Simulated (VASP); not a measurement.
# Co: single point with LDA

The system is Co.

```
Co
1.0
     2.42930    0.00000    0.00000
    -1.21465    2.10383    0.00000
     0.00000    0.00000    3.91837
Co
2
Direct
  0.33333 0.66667 0.25000
  0.66667 0.33333 0.75000
```

```yaml
Program: VASP 6.6.1
Task: single point
Functional: LDA
Potentials_or_basis: VASP PAW LDA potentials, release 64 (Co)
Cutoff: 520 eV
k_mesh: 21 × 21 × 12
Occupations: methfessel-paxton, width 0.1 eV
Spin: collinear spin, ferromagnetic start
Starting_moments: "[1.7, 1.7] μB"
Dipole_correction: no
Further_INCAR_settings: ALGO = Normal; EDIFF = 1e-07; NBANDS = 20
```

The pressure is -1.1 GPa, the net moment is 3.00 μB per cell and the site moments are Co +1.49 μB. The valence electrons inside the program's atomic spheres are Co 8.45.

Stress tensor (GPa, compression positive):
```
-0.97  0.00  0.00
 0.00 -0.97  0.00
 0.00  0.00 -1.29
```

Levels at points of the mesh, in eV from the Fermi level:
Spin up:
| k point | band 7 | band 8 | band 9 | band 10 | band 11 | band 12 | band 13 | band 14 |
| --- | --- | --- | --- | --- | --- | --- | --- | --- |
| (0.00, 0.00, 0.00) | -2.17 | -1.77 | -1.77 | -0.49 | -0.49 | -0.05 | 7.25 | 22.65 |
| (0.00, 0.00, 0.50) | -2.62 | -2.62 | -0.85 | -0.85 | -0.85 | -0.85 | 16.09 | 16.09 |
Spin down:
```csv
k point,band 3,band 4,band 5,band 6,band 7,band 8,band 9,band 10,band 11,band 12
"(0.00, 0.00, 0.00)",-1.16,-1.16,-1.16,-0.75,-0.75,-0.30,-0.30,0.12,1.08,1.08
"(0.00, 0.00, 0.50)",-1.73,-1.73,-1.24,-1.24,-1.24,-1.24,0.70,0.70,0.70,0.70
```

It took 4.6 min on 1 thread of Oxide Virtual Turin-like Processor (shared host), peak memory 0.24 GiB.
